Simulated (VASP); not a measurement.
# BaTiO3 (R3m) in VASP: notebook

Runs on BaTiO3. Level: r2SCAN. Tasks: single point.

Everything below comes from runs of VASP 6.6.1. Logs are shortened: lines on timing, memory, paths and dates and some standing lists are left out, and cuts for length are marked.

## Step 1: The cell of the first run

It takes space group R3m (No. 160, trigonal). Conventional cell: a = 5.680 Å, b = 5.680 Å, c = 6.994 Å, α = 90.00°, β = 90.00°, γ = 120.00°. Within 3.7 Å of Ba (site symmetry 3m) lie 12 O at 2.80 to 2.90 Å and 8 Ti at 3.43 to 3.56 Å. Ti (site symmetry 3m) has 6 O at 1.91 to 2.12 Å within 2.5 Å. O (site symmetry m) has 2 Ti at 1.91 to 2.12 Å within 2.5 Å.

## Step 2: Single point, r2SCAN (atoms displaced along a vibrational mode)

The input, POSCAR:

```
BaTiO3
1.0
    2.8401263243      1.6397476979      2.3314025156
   -2.8401263243      1.6397476979      2.3314025156
    0.0000000000     -3.2794953957      2.3314025156
Ba Ti O
1 1 3
Direct
   -0.0008486924     -0.0008486924     -0.0008486924
    0.5085327465      0.5085327465      0.5085327465
    0.4900323686      0.9833522088      0.4900323686
    0.4900323686      0.4900323686      0.9833522088
    0.9833522088      0.4900323686      0.4900323686
```

The input, INCAR.step1:

```
SYSTEM = BaTiO3
ALGO = Normal ; EDIFF = 1E-5
ENCUT = 660 ; GGA = PE
GGA_COMPAT = .FALSE. ; ISMEAR = 0
LASPH = .TRUE. ; LCHARG = .FALSE.
LREAL = .FALSE. ; LWAVE = .TRUE.
NBANDS = 28 ; NELM = 120
PREC = Accurate ; SIGMA = 0.01
```

The input, INCAR.step2:

```
SYSTEM = BaTiO3
ALGO = Normal ; EDIFF = 1E-6
ENCUT = 660 ; GGA_COMPAT = .FALSE.
ISIF = 2 ; ISMEAR = 0
ISTART = 1 ; LASPH = .TRUE.
LCHARG = .TRUE. ; LELF = .TRUE.
LMIXTAU = .TRUE. ; LREAL = .FALSE.
LVHAR = .TRUE. ; LWAVE = .FALSE.
METAGGA = R2SCAN ; NBANDS = 28
NELM = 120 ; PREC = Accurate
SIGMA = 0.01
```

The input, KPOINTS:

```
k-points
0
G
  9 9 9
  0 0 0
```

Potentials or basis: VASP PAW PBE potentials, release 64 (Ba_sv, Ti_sv, O).

On the command line:

```sh
> cat potpaw_PBE.64/Ba_sv/POTCAR potpaw_PBE.64/Ti_sv/POTCAR potpaw_PBE.64/O/POTCAR > POTCAR
> cp INCAR.step1 INCAR
> mpirun -np 1 vasp_std > vasp.out
> cp INCAR.step2 INCAR
> mpirun -np 1 vasp_std > vasp.out
```

OUTCAR:

```text
SYSTEM = BaTiO3
   EDIFF = 1E-6
   ENCUT = 660
   ISIF = 2
   ISMEAR = 0
   ISTART = 1
   LASPH = .TRUE.
   LREAL = .FALSE.
   METAGGA = R2SCAN
   NELM = 120
   PREC = Accurate

 ion  position               nearest neighbor table
   1  0.999  0.999  0.999-   3 2.80   5 2.80   4 2.80   3 2.84   5 2.84   4 2.84   4 2.84   3 2.84
                             5 2.84   5 2.90   3 2.90   4 2.90   2 3.43   2 3.46   2 3.46   2 3.46
   2  0.509  0.509  0.509-   4 1.91   3 1.91   5 1.91   4 2.12   3 2.12   5 2.12   1 3.43   1 3.46
                             1 3.46   1 3.46   1 3.50   1 3.50   1 3.50   1 3.56
   3  0.490  0.983  0.490-   2 1.91   2 2.12   1 2.80   1 2.84   1 2.84   1 2.90
   4  0.490  0.490  0.983-   2 1.91   2 2.12   1 2.80   1 2.84   1 2.84   1 2.90
   5  0.983  0.490  0.490-   2 1.91   2 2.12   1 2.80   1 2.84   1 2.84   1 2.90

  LATTYP: Found a trigonal (rhomboedric) cell.
 ALAT       =     4.0237454865
 COS(alpha) =     0.0035757120

  Lattice vectors:

 A1 = (   2.8401263243,   1.6397476979,   2.3314025156)
 A2 = (  -2.8401263243,   1.6397476979,   2.3314025156)
 A3 = (   0.0000000000,  -3.2794953957,   2.3314025156)

Analysis of symmetry for initial positions (statically):
=====================================================================
 Subroutine PRICEL returns:
 Original cell was already a primitive cell.

 Routine SETGRP: Setting up the symmetry group for a
 trigonal (rhombohedral) supercell.

 Subroutine GETGRP returns: Found  6 space group operations
 (whereof  6 operations were pure point group operations)
 out of a pool of 12 trial point group operations.

The static configuration has the point symmetry C_3v.

Analysis of symmetry for dynamics (positions and initial velocities):
=====================================================================
 Subroutine PRICEL returns:
 Original cell was already a primitive cell.

 Routine SETGRP: Setting up the symmetry group for a
 trigonal (rhombohedral) supercell.

 Subroutine GETGRP returns: Found  6 space group operations
 (whereof  6 operations were pure point group operations)
 out of a pool of 12 trial point group operations.

The dynamic configuration has the point symmetry C_3v.

 Subroutine INISYM returns: Found  6 space group operations
 (whereof  6 operations are pure point group operations),
 and found     1 'primitive' translations

----------------------------------------------------------------------------------------

                                     Primitive cell

  volume of cell :      65.1453

  direct lattice vectors                    reciprocal lattice vectors
     2.840126324  1.639747698  2.331402516     0.176048507  0.101641653  0.142975454
    -2.840126324  1.639747698  2.331402516    -0.176048507  0.101641653  0.142975454
     0.000000000 -3.279495396  2.331402516     0.000000000 -0.203283306  0.142975454

  length of vectors
     4.023745487  4.023745487  4.023745487     0.248527832  0.248527832  0.248527832

  position of ions in fractional coordinates (direct lattice)
     0.999151308  0.999151308  0.999151308
     0.508532747  0.508532747  0.508532747
     0.490032369  0.983352209  0.490032369
     0.490032369  0.490032369  0.983352209
     0.983352209  0.490032369  0.490032369

  ion indices of the primitive-cell ions
   primitive index   ion index
                 1           1
                 2           2
                 3           3
                 4           4
                 5           5

----------------------------------------------------------------------------------------

 KPOINTS: k-points

Automatic generation of k-mesh.
 Grid dimensions read from file:
 generate k-points for:    9    9    9

 Generating k-lattice:

  Cartesian coordinates                     Fractional coordinates (reciprocal lattice)
     0.019560945  0.011293517  0.015886162     0.111111111 -0.000000000 -0.000000000
    -0.019560945  0.011293517  0.015886162    -0.000000000  0.111111111 -0.000000000
     0.000000000 -0.022587034  0.015886162     0.000000000  0.000000000  0.111111111

  Length of vectors
     0.027614204  0.027614204  0.027614204

  Shift w.r.t. Gamma in fractional coordinates (k-lattice)
     0.000000000  0.000000000  0.000000000

 Subroutine IBZKPT returns following result:
 ===========================================

 Found     85 irreducible k-points:

 Following reciprocal coordinates:
            Coordinates               Weight
  0.000000  0.000000  0.000000      1.000000
  0.111111  0.000000  0.000000      6.000000
  0.222222 -0.000000 -0.000000      6.000000
  0.333333  0.000000  0.000000      6.000000
  0.444444 -0.000000 -0.000000      6.000000
  0.111111  0.111111  0.000000      6.000000
[... 16 lines left out ...]
 -0.333333  0.333333  0.000000      6.000000
  0.444444  0.444444  0.000000      6.000000
 [... further k-points ...]
   k-points           NKPTS =     85   k-points in BZ     NKDIM =     85   number of bands    NBANDS=     28
   number of dos      NEDOS =    301   number of ions     NIONS =      5
   total plane-waves  NPLWV =  46656
   dimension x,y,z NGX =    36 NGY =   36 NGZ =   36
   dimension x,y,z NGXF=    72 NGYF=   72 NGZF=   72
   ions per type =               1   1   3
   NGX,Y,Z   is equivalent  to a cutoff of  14.87, 14.87, 14.87 a.u.
   NGXF,Y,Z  is equivalent  to a cutoff of  29.75, 29.75, 29.75 a.u.
 SYSTEM =  BaTiO3
   PREC   = accura    normal or accurate (medium, high low for compatibility)
   ISTART =      1    job   : 0-new  1-cont  2-samecut
   ICHARG =      0    charge: 1-file 2-atom 10-const
   ISPIN  =      1    spin polarized calculation?
   LNONCOLLINEAR =      F non collinear calculations
   LSORBIT =      F    spin-orbit coupling
   LASPH  =      T    aspherical Exc in radial PAW
   ENCUT  =  660.0 eV  48.51 Ry    6.96 a.u.   8.43  8.43  8.43*2*pi/ulx,y,z
   NELM   =    120;   NELMIN=  2; NELMDL=  0     # of ELM steps
   EDIFF  = 0.1E-05   stopping-criterion for ELM
   LREAL  =      F    real-space projection
   EDIFFG = 0.1E-04   stopping-criterion for IOM
   NSW    =      0    number of steps for IOM
   IBRION =     -1    ionic relax: 0-MD 1-quasi-New 2-CG
   NFREE  =      0    steps in history (QN), initial steepest desc. (CG)
   ISIF   =      2    stress and relaxation
   ISYM   =      2    0-nonsym 1-usesym 2-fastsym
   POTIM  = 0.5000    time-step for ionic-motion
   TEBEG  =    0.0;   TEEND  =   0.0 temperature during run
   PSTRESS=    0.0 pullay stress
   NELECT =      40.0000    total number of electrons
   NUPDOWN=      -1.0000    fix difference up-down
   EMIN   =  10.00;   EMAX   =-10.00  energy-range for DOS
   EFERMI =   0.00;   METHOD = LEGACY
   ISMEAR =     0;   SIGMA  =   0.01  broadening in eV -4-tet -1-fermi 0-gaus
   EFERMI_NEDOS =   21; number of points for ismear=-14 and -15
   IALGO  =     38    algorithm
   IMIX   =      4    mixing-type and parameters
     AMIX     =   0.40;   BMIX     =  1.00
     AMIX_MAG =   1.60;   BMIX_MAG =  1.00
  volume/ion in A,a.u.               =      13.03        87.92
  Fermi-wavevector in a.u.,A,eV,Ry     =   1.391448  2.629456 26.342628  1.936129
  Thomas-Fermi vector in A             =   2.515286
   LORBIT       =      0    0 simple, 1 ext, 2 COOP (PROOUT), +10 PAW based schemes
   METAGGA = R2SCAN    functional components
   LHFCALC =     F    Hartree Fock is set to
   AEXX    =    0.0000 exact exchange contribution
   IVDW    =     0    specifies the selected vdW correction
   LEPSILON=     F    determine dielectric tensor
   LRPA    =     F    only Hartree local field effects (RPA)
 non-spin polarized calculation
 Gauss-broadening in eV      SIGMA  =   0.01
  energy-cutoff  :      660.00
  volume of cell :       65.15
 maximum number of plane-waves:      2524
 NGX is ok and might be reduce to    36
   NGX = 17   NGY = 17   NGZ = 17

 number of electron      40.0000004 magnetization

 Free energy of the ion-electron system (eV)
  ---------------------------------------------------
  ext. energy  EPLUGINS =         0.00000000
  ---------------------------------------------------
  free energy    TOTEN  =       -74.28060992 eV

  energy without entropy =      -74.28060992  energy(sigma->0) =      -74.28060992

 E-fermi :   3.3999     XC(G=0): -11.8164

 val. band max:        3.3325371967   @ k =   0.4444   0.4444   0.4444
 cond. band min:       5.8596460321   @ k =   0.0000   0.0000   0.0000
 fundamental gap:      2.5271088354
 Fermi energy:         3.3998500424

 k-point     1 :       0.0000    0.0000    0.0000
  band No.  band energies     occupation
      1     -55.3555      2.00000
      2     -30.5304      2.00000
      3     -30.5304      2.00000
      4     -30.5298      2.00000
      5     -22.1271      2.00000
      6     -14.4168      2.00000
[... 20 lines left out ...]
     27       8.9722      0.00000
     28      11.4926      0.00000

 k-point     2 :       0.1111    0.0000    0.0000
  band No.  band energies     occupation
      1     -55.3554      2.00000
      2     -30.5366      2.00000
      3     -30.5302      2.00000
      4     -30.5298      2.00000
      5     -22.1136      2.00000
      6     -14.4199      2.00000
[... 20 lines left out ...]
     27       9.2166      0.00000
     28      11.7872      0.00000

 k-point     3 :       0.2222   -0.0000   -0.0000
  band No.  band energies     occupation
      1     -55.3551      2.00000
      2     -30.5527      2.00000
      3     -30.5296      2.00000
      4     -30.5292      2.00000
      5     -22.0790      2.00000
      6     -14.4593      2.00000
[... 20 lines left out ...]
     27       9.8824      0.00000
     28      12.5608      0.00000

 k-point     4 :       0.3333    0.0000    0.0000
  band No.  band energies     occupation
      1     -55.3548      2.00000
      2     -30.5708      2.00000
      3     -30.5290      2.00000
      4     -30.5286      2.00000
      5     -22.0390      2.00000
      6     -14.5419      2.00000
[... 578 lines left out ...]
     27      12.2302      0.00000
     28      13.3549      0.00000

 k-point    23 :      -0.3333    0.3333    0.0000
  band No.  band energies     occupation
      1     -55.3540      2.00000
      2     -30.5697      2.00000
      3     -30.5677      2.00000
      4     -30.5274      2.00000
      5     -21.9742      2.00000
      6     -14.2928      2.00000
[... 20 lines left out ...]
     27      12.3891      0.00000
     28      12.6577      0.00000

 k-point    24 :       0.4444    0.4444    0.0000
  band No.  band energies     occupation
      1     -55.3536      2.00000
      2     -30.5798      2.00000
      3     -30.5795      2.00000
      4     -30.5266      2.00000
      5     -21.9381      2.00000
      6     -14.1282      2.00000
[... 20 lines left out ...]
     27      12.0568      0.00000
     28      13.7549      0.00000

 [... further k-points ...]

------------------------ aborting loop because EDIFF is reached ----------------------------------------

  FORCE on cell =-STRESS in cart. coord.  units (eV):
  Direction    XX          YY          ZZ          XY          YZ          ZX
  --------------------------------------------------------------------------------------
  -------------------------------------------------------------------------------------
  Total       -0.0346465     -0.0346465     -0.2949067      0.0000000     -0.0000000     -0.0000000
  in kB       -0.8520932     -0.8520932     -7.2529055      0.0000000     -0.0000000     -0.0000000
  external PRESSURE =      -2.9856973 kB  Pullay stress =       0.0000000 kB

 VOLUME and BASIS-vectors are now :
 -----------------------------------------------------------------------------
  energy-cutoff  :      660.00
  volume of cell :       65.15
      direct lattice vectors                 reciprocal lattice vectors
     2.840126324  1.639747698  2.331402516     0.176048507  0.101641653  0.142975454
    -2.840126324  1.639747698  2.331402516    -0.176048507  0.101641653  0.142975454
     0.000000000 -3.279495396  2.331402516     0.000000000 -0.203283306  0.142975454

 POSITION                                       TOTAL-FORCE (eV/Angst)
 -----------------------------------------------------------------------------------
      0.00000      0.00000      6.98827        -0.000000     -0.000000     -0.020784
      0.00000      0.00000      3.55678        -0.000000      0.000000      0.225283
     -1.40109      0.80892      4.57752         0.075788     -0.043756     -0.068166
      0.00000     -1.61784      4.57752        -0.000000      0.087513     -0.068166
      1.40109      0.80892      4.57752        -0.075788     -0.043756     -0.068166
 -----------------------------------------------------------------------------------
    total drift:                               -0.000000      0.000001     -0.012698

  FREE ENERGIE OF THE ION-ELECTRON SYSTEM (eV)
  ---------------------------------------------------
  free  energy   TOTEN  =       -74.2806099249 eV

  energy  without entropy=      -74.2806099249  energy(sigma->0) =      -74.28060992
```

Run time: 5 min. Hardware: 1 thread of Intel Xeon 6975P-C (Granite Rapids), shared host; peak memory 0.36 GiB.

What came out:

```
Free energy            : -74.2806 eV
Pressure               : -0.3 GPa
Largest force          : 0.225 eV/Å
Band gap on the k mesh : 2.53 eV (least direct gap 2.81 eV)
```

Forces on the atoms (eV/Å):
```
Ba   0.000  0.000 -0.021
Ti   0.000  0.000  0.225
O    0.076 -0.044 -0.068
O    0.000  0.088 -0.068
O   -0.076 -0.044 -0.068
```

Stress tensor (GPa, compression positive):
```
-0.09  0.00  0.00
 0.00 -0.09  0.00
 0.00  0.00 -0.73
```

Caveat: the cell differs from its parent crystal (atoms displaced along a vibrational mode); the PAW data sets were made with another functional, which shifts forces and pressure a little; spin-orbit coupling is left out, which moves the levels of the heavy elements; an odd mesh through Γ misses points on the zone boundary, where band edges can lie.

(Continued in part 2 of 2.)
